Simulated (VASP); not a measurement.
# LiTa2O6 (R3) in VASP: single point with r2SCAN

Aim: the single point of LiTa2O6 with r2SCAN.

Everything below comes from runs of VASP 6.6.1. Logs are shortened: lines on timing, memory, paths and dates and some standing lists are left out, and cuts for length are marked.

## 1. The cell of the first run

It takes space group R3 (No. 146, trigonal). The conventional cell has a = 5.223 Å, b = 5.223 Å, c = 13.881 Å, α = 90.00°, β = 90.00°, γ = 120.00°. Within 2.7 Å of Li (site symmetry 3) lie 6 O at 2.06 to 2.26 Å. Ta (site symmetry 3) has 6 O at 1.93 to 2.02 Å within 2.6 Å. Within 2.6 Å of Ta (site symmetry 3) lie 6 O at 1.94 to 2.01 Å. O (site symmetry 1) has 2 Ta at 1.93 to 2.01 Å and 1 Li at 2.06 Å and 8 O at 2.66 to 2.96 Å within 3.0 Å. O (site symmetry 1) has 2 Ta at 1.94 to 2.02 Å and 1 Li at 2.26 Å and 6 O at 2.62 to 2.75 Å within 2.8 Å.

## 2. Single point, r2SCAN (atoms taken out, then relaxed in part)

File POSCAR:

```
LiTa2O6
1.0
    2.6114391634      1.5077151040      4.6269049969
   -2.6114391634      1.5077151040      4.6269049969
    0.0000000000     -3.0154302079      4.6269049969
Li Ta O
1 2 6
Direct
    0.7821889102      0.7821889102      0.7821889102
   -0.0006136463     -0.0006136463     -0.0006136463
    0.4898167011      0.4898167011      0.4898167011
    0.1165120078      0.3631800064      0.7380414567
    0.7380414567      0.1165120078      0.3631800064
    0.3631800064      0.7380414567      0.1165120078
    0.2280362255      0.8114333529      0.6703691059
    0.8114333529      0.6703691059      0.2280362255
    0.6703691059      0.2280362255      0.8114333529
```

File INCAR.step1:

```
SYSTEM = LiTa2O6
PREC = Accurate
ENCUT = 830
ISMEAR = 0
SIGMA = 0.1
LREAL = .FALSE.
LASPH = .TRUE.
NELM = 120
NBANDS = 40
GGA = PE
ALGO = Normal
EDIFF = 1E-5
LWAVE = .TRUE.
LCHARG = .FALSE.
GGA_COMPAT = .FALSE.
```

File INCAR.step2:

```
SYSTEM = LiTa2O6
PREC = Accurate
ENCUT = 830
EDIFF = 1E-6
ISMEAR = 0
SIGMA = 0.1
LREAL = .FALSE.
LASPH = .TRUE.
NELM = 120
ALGO = Normal
ISIF = 2
LWAVE = .FALSE.
LCHARG = .FALSE.
METAGGA = R2SCAN
LMIXTAU = .TRUE.
NBANDS = 40
ISTART = 1
GGA_COMPAT = .FALSE.
```

File KPOINTS:

```
Automatic mesh
0
G
  6 6 6
  0 0 0
```

Potentials or basis: VASP PAW PBE potentials, release 64 (Li_sv, Ta_pv, O).

Launch:

```sh
$ cat potpaw_PBE.64/Li_sv/POTCAR potpaw_PBE.64/Ta_pv/POTCAR potpaw_PBE.64/O/POTCAR > POTCAR
$ cp INCAR.step1 INCAR
$ mpirun -np 1 vasp_std > vasp.out
$ cp INCAR.step2 INCAR
$ mpirun -np 1 vasp_std > vasp.out
```

OUTCAR:

```text
SYSTEM = LiTa2O6
   PREC = Accurate
   ENCUT = 830
   EDIFF = 1E-6
   ISMEAR = 0
   LREAL = .FALSE.
   LASPH = .TRUE.
   NELM = 120
   ISIF = 2
   METAGGA = R2SCAN
   ISTART = 1

 ion  position               nearest neighbor table
   1  0.782  0.782  0.782-   4 2.06   5 2.06   6 2.06   8 2.26   9 2.26   7 2.26   2 3.01   3 3.07
                             3 3.07   3 3.07
   2  0.999  0.999  0.999-   5 1.93   6 1.93   4 1.93   7 2.02   9 2.02   8 2.02   1 3.01
   3  0.490  0.490  0.490-   9 1.94   7 1.94   8 1.94   6 2.01   5 2.01   4 2.01   1 3.07   1 3.07
                             1 3.07
   4  0.117  0.363  0.738-   2 1.93   3 2.01   1 2.06
   5  0.738  0.117  0.363-   2 1.93   3 2.01   1 2.06
   6  0.363  0.738  0.117-   2 1.93   3 2.01   1 2.06
   7  0.228  0.811  0.670-   3 1.94   2 2.02   1 2.26
   8  0.811  0.670  0.228-   3 1.94   2 2.02   1 2.26
   9  0.670  0.228  0.811-   3 1.94   2 2.02   1 2.26

  LATTYP: Found a trigonal (rhomboedric) cell.
 ALAT       =     5.5227773076
 COS(alpha) =     0.5528278395

  Lattice vectors:

 A1 = (   2.6114391634,   1.5077151040,   4.6269049969)
 A2 = (  -2.6114391634,   1.5077151040,   4.6269049969)
 A3 = (   0.0000000000,  -3.0154302079,   4.6269049969)

Analysis of symmetry for initial positions (statically):
=====================================================================
 Subroutine PRICEL returns:
 Original cell was already a primitive cell.

 Routine SETGRP: Setting up the symmetry group for a
 trigonal (rhombohedral) supercell.

 Subroutine GETGRP returns: Found  3 space group operations
 (whereof  3 operations were pure point group operations)
 out of a pool of 12 trial point group operations.

The static configuration has the point symmetry C_3 .

Analysis of symmetry for dynamics (positions and initial velocities):
=====================================================================
 Subroutine PRICEL returns:
 Original cell was already a primitive cell.

 Routine SETGRP: Setting up the symmetry group for a
 trigonal (rhombohedral) supercell.

 Subroutine GETGRP returns: Found  3 space group operations
 (whereof  3 operations were pure point group operations)
 out of a pool of 12 trial point group operations.

The dynamic configuration has the point symmetry C_3 .

 Subroutine INISYM returns: Found  3 space group operations
 (whereof  3 operations are pure point group operations),
 and found     1 'primitive' translations

----------------------------------------------------------------------------------------

                                     Primitive cell

  volume of cell :     109.3053

  direct lattice vectors                    reciprocal lattice vectors
     2.611439163  1.507715104  4.626904997     0.191465307  0.110542546  0.072042398
    -2.611439163  1.507715104  4.626904997    -0.191465307  0.110542546  0.072042398
     0.000000000 -3.015430208  4.626904997     0.000000000 -0.221085093  0.072042398

  length of vectors
     5.522777308  5.522777308  5.522777308     0.232526827  0.232526827  0.232526827

  position of ions in fractional coordinates (direct lattice)
     0.782188910  0.782188910  0.782188910
     0.999386354  0.999386354  0.999386354
     0.489816701  0.489816701  0.489816701
     0.116512008  0.363180006  0.738041457
     0.738041457  0.116512008  0.363180006
     0.363180006  0.738041457  0.116512008
     0.228036225  0.811433353  0.670369106
     0.811433353  0.670369106  0.228036225
     0.670369106  0.228036225  0.811433353

  ion indices of the primitive-cell ions
   primitive index   ion index
                 1           1
                 2           2
                 3           3
                 4           4
                 5           5
                 6           6
                 7           7
                 8           8
                 9           9

----------------------------------------------------------------------------------------

 KPOINTS: Automatic mesh

Automatic generation of k-mesh.
 Grid dimensions read from file:
 generate k-points for:    6    6    6

 Generating k-lattice:

  Cartesian coordinates                     Fractional coordinates (reciprocal lattice)
     0.031910884  0.018423758  0.012007066     0.166666667  0.000000000 -0.000000000
    -0.031910884  0.018423758  0.012007066     0.000000000  0.166666667 -0.000000000
     0.000000000 -0.036847515  0.012007066    -0.000000000 -0.000000000  0.166666667

  Length of vectors
     0.038754471  0.038754471  0.038754471

  Shift w.r.t. Gamma in fractional coordinates (k-lattice)
     0.000000000  0.000000000  0.000000000

 Subroutine IBZKPT returns following result:
 ===========================================

 Found     40 irreducible k-points:

 Following reciprocal coordinates:
            Coordinates               Weight
  0.000000  0.000000  0.000000      1.000000
  0.166667  0.000000 -0.000000      6.000000
  0.333333 -0.000000 -0.000000      6.000000
  0.500000  0.000000  0.000000      3.000000
  0.166667  0.166667 -0.000000      6.000000
  0.333333  0.166667  0.000000      6.000000
[... 16 lines left out ...]
  0.333333  0.333333  0.166667      6.000000
  0.500000  0.333333  0.166667      6.000000
 [... further k-points ...]
   k-points           NKPTS =     40   k-points in BZ     NKDIM =     40   number of bands    NBANDS=     40
   number of dos      NEDOS =    301   number of ions     NIONS =      9
   total plane-waves  NPLWV = 157464
   dimension x,y,z NGX =    54 NGY =   54 NGZ =   54
   dimension x,y,z NGXF=   108 NGYF=  108 NGZF=  108
   ions per type =               1   2   6
   NGX,Y,Z   is equivalent  to a cutoff of  16.26, 16.26, 16.26 a.u.
   NGXF,Y,Z  is equivalent  to a cutoff of  32.51, 32.51, 32.51 a.u.
 SYSTEM =  LiTa2O6
   PREC   = accura    normal or accurate (medium, high low for compatibility)
   ISTART =      1    job   : 0-new  1-cont  2-samecut
   ICHARG =      0    charge: 1-file 2-atom 10-const
   ISPIN  =      1    spin polarized calculation?
   LNONCOLLINEAR =      F non collinear calculations
   LSORBIT =      F    spin-orbit coupling
   LASPH  =      T    aspherical Exc in radial PAW
   ENCUT  =  830.0 eV  61.00 Ry    7.81 a.u.  12.97 12.97 12.97*2*pi/ulx,y,z
   NELM   =    120;   NELMIN=  2; NELMDL=  0     # of ELM steps
   EDIFF  = 0.1E-05   stopping-criterion for ELM
   LREAL  =      F    real-space projection
   EDIFFG = 0.1E-04   stopping-criterion for IOM
   NSW    =      0    number of steps for IOM
   IBRION =     -1    ionic relax: 0-MD 1-quasi-New 2-CG
   NFREE  =      0    steps in history (QN), initial steepest desc. (CG)
   ISIF   =      2    stress and relaxation
   ISYM   =      2    0-nonsym 1-usesym 2-fastsym
   POTIM  = 0.5000    time-step for ionic-motion
   TEBEG  =    0.0;   TEEND  =   0.0 temperature during run
   PSTRESS=    0.0 pullay stress
   NELECT =      61.0000    total number of electrons
   NUPDOWN=      -1.0000    fix difference up-down
   EMIN   =  10.00;   EMAX   =-10.00  energy-range for DOS
   EFERMI =   0.00;   METHOD = LEGACY
   ISMEAR =     0;   SIGMA  =   0.10  broadening in eV -4-tet -1-fermi 0-gaus
   EFERMI_NEDOS =   21; number of points for ismear=-14 and -15
   IALGO  =     38    algorithm
   IMIX   =      4    mixing-type and parameters
     AMIX     =   0.40;   BMIX     =  1.00
     AMIX_MAG =   1.60;   BMIX_MAG =  1.00
  volume/ion in A,a.u.               =      12.15        81.96
  Fermi-wavevector in a.u.,A,eV,Ry     =   1.347838  2.547045 24.717267  1.816668
  Thomas-Fermi vector in A             =   2.475556
   LORBIT       =      0    0 simple, 1 ext, 2 COOP (PROOUT), +10 PAW based schemes
   METAGGA = R2SCAN    functional components
   LHFCALC =     F    Hartree Fock is set to
   AEXX    =    0.0000 exact exchange contribution
   IVDW    =     0    specifies the selected vdW correction
   LEPSILON=     F    determine dielectric tensor
   LRPA    =     F    only Hartree local field effects (RPA)
 non-spin polarized calculation
 Gauss-broadening in eV      SIGMA  =   0.10
  energy-cutoff  :      830.00
  volume of cell :      109.31
 maximum number of plane-waves:      5958
 NGX is ok and might be reduce to    54
   NGX = 25   NGY = 25   NGZ = 25

 number of electron      61.0000002 magnetization

 Free energy of the ion-electron system (eV)
  ---------------------------------------------------
  ext. energy  EPLUGINS =         0.00000000
  ---------------------------------------------------
  free energy    TOTEN  =      -159.55027406 eV

  energy without entropy =     -159.50826967  energy(sigma->0) =     -159.52927186

 E-fermi :   0.3612     XC(G=0): -10.9273

 val. band max:        0.3507373479   @ k =  -0.1667   0.3333   0.1667
 cond. band min:       0.3631923608   @ k =  -0.3333   0.3333   0.3333
 fundamental gap:      0.0124550129
 Fermi energy:         0.3611533980

 k-point     1 :       0.0000    0.0000    0.0000
  band No.  band energies     occupation
      1     -43.7568      2.00000
      2     -34.5373      2.00000
      3     -34.5373      2.00000
      4     -34.5248      2.00000
      5     -34.4098      2.00000
      6     -34.4098      2.00000
[... 32 lines left out ...]
     39       9.4212      0.00000
     40       9.4212      0.00000

 k-point     2 :       0.1667    0.0000   -0.0000
  band No.  band energies     occupation
      1     -43.7569      2.00000
      2     -34.5307      2.00000
      3     -34.5286      2.00000
      4     -34.5154      2.00000
      5     -34.4196      2.00000
      6     -34.4174      2.00000
[... 32 lines left out ...]
     39       9.4219      0.00000
     40       9.5451      0.00000

 k-point     3 :       0.3333   -0.0000   -0.0000
  band No.  band energies     occupation
      1     -43.7569      2.00000
      2     -34.5102      2.00000
      3     -34.5067      2.00000
      4     -34.4908      2.00000
      5     -34.4437      2.00000
      6     -34.4395      2.00000
[... 32 lines left out ...]
     39       9.8541      0.00000
     40      10.1423      0.00000

 k-point     4 :       0.5000    0.0000    0.0000
  band No.  band energies     occupation
      1     -43.7569      2.00000
      2     -34.4887      2.00000
      3     -34.4831      2.00000
      4     -34.4746      2.00000
      5     -34.4638      2.00000
      6     -34.4605      2.00000
[... 32 lines left out ...]
     39      10.6495      0.00000
     40      11.0274      0.00000
[... 772 lines left out ...]
     39       9.3975      0.00000
     40      10.4642      0.00000

 k-point    23 :       0.3333    0.3333    0.1667
  band No.  band energies     occupation
      1     -43.7569      2.00000
      2     -34.5329      2.00000
      3     -34.5241      2.00000
      4     -34.4786      2.00000
      5     -34.4563      2.00000
      6     -34.4155      2.00000
[... 32 lines left out ...]
     39       9.5110      0.00000
     40      10.2694      0.00000

 k-point    24 :       0.5000    0.3333    0.1667
  band No.  band energies     occupation
      1     -43.7569      2.00000
      2     -34.5411      2.00000
      3     -34.5142      2.00000
      4     -34.4982      2.00000
      5     -34.4344      2.00000
      6     -34.4240      2.00000
[... 32 lines left out ...]
     39       9.7416      0.00000
     40      10.5750      0.00000

 [... further k-points ...]

------------------------ aborting loop because EDIFF is reached ----------------------------------------

  FORCE on cell =-STRESS in cart. coord.  units (eV):
  Direction    XX          YY          ZZ          XY          YZ          ZX
  --------------------------------------------------------------------------------------
  -------------------------------------------------------------------------------------
  Total        0.7071130      0.7071130      0.6965757     -0.0000142      0.0000000      0.0000000
  in kB       10.3647397     10.3647397     10.2102855     -0.0002085      0.0000000      0.0000000
  external PRESSURE =      10.3132550 kB  Pullay stress =       0.0000000 kB

 VOLUME and BASIS-vectors are now :
 -----------------------------------------------------------------------------
  energy-cutoff  :      830.00
  volume of cell :      109.31
      direct lattice vectors                 reciprocal lattice vectors
     2.611439163  1.507715104  4.626904997     0.191465307  0.110542546  0.072042398
    -2.611439163  1.507715104  4.626904997    -0.191465307  0.110542546  0.072042398
     0.000000000 -3.015430208  4.626904997     0.000000000 -0.221085093  0.072042398

 POSITION                                       TOTAL-FORCE (eV/Angst)
 -----------------------------------------------------------------------------------
      0.00000      0.00000     10.85734         0.000000      0.000000      0.015228
      0.00000      0.00000     13.87220         0.000000     -0.000000     -0.069318
      0.00000      0.00000      6.79901         0.000000     -0.000000     -0.035586
     -0.64416     -1.50227      5.63434        -0.072375      0.033601      0.024607
      1.62309      0.19328      5.63434         0.007088     -0.079479      0.024607
     -0.97893      1.30899      5.63434         0.065287      0.045878      0.024607
     -1.52351     -0.45423      7.91126        -0.047655      0.011258      0.005285
      0.36838      1.54651      7.91126         0.033578      0.035641      0.005285
      1.15513     -1.09228      7.91126         0.014077     -0.046900      0.005285
 -----------------------------------------------------------------------------------
    total drift:                               -0.000000     -0.000000      0.006137

  FREE ENERGIE OF THE ION-ELECTRON SYSTEM (eV)
  ---------------------------------------------------
  free  energy   TOTEN  =      -159.5502740594 eV

  energy  without entropy=     -159.5082696691  energy(sigma->0) =     -159.52927186
```

Wall time 32 min (1 thread of Oxide Virtual Turin-like, shared host); peak memory 0.58 GiB.

What came out:

```
Free energy            : -159.5503 eV
Pressure               : 1.0 GPa
Largest force          : 0.084 eV/Å
Band gap on the k mesh : zero (an odd number of electrons rules out a gap without spin polarisation)
```

Forces on the atoms (eV/Å):
```
Li   0.000  0.000  0.015
Ta   0.000  0.000 -0.069
Ta   0.000  0.000 -0.036
O   -0.072  0.034  0.025
O    0.007 -0.079  0.025
O    0.065  0.046  0.025
O   -0.048  0.011  0.005
O    0.034  0.036  0.005
O    0.014 -0.047  0.005
```

Levels at points of the mesh, in eV from the Fermi level:
```
           k point  band 27  band 28  band 29  band 30  band 31  band 32  band 33  band 34  band 35  band 36
(0.00, 0.00, 0.00)    -0.51    -0.46    -0.16     0.13     0.13     4.07     4.15     4.15     6.50     6.50
(0.50, 0.00, 0.00)    -0.57    -0.45    -0.36    -0.20    -0.05     5.05     5.36     5.70     5.74     5.81
(0.50, 0.50, 0.00)    -1.06    -1.04    -0.60    -0.52     0.08     4.07     5.28     5.72     5.84     6.41
(0.50, 0.50, 0.50)    -0.55    -0.55    -0.16    -0.16    -0.11     5.42     5.42     5.61     5.82     6.15
```

Caveat: the cell differs from its parent crystal (atoms taken out, then relaxed in part); the PAW data sets were made with another functional, which shifts forces and pressure a little; spin-orbit coupling is left out, which moves the levels of the heavy elements; an odd number of electrons without spin polarisation forces a metal; a magnetic or distorted state may lie lower.
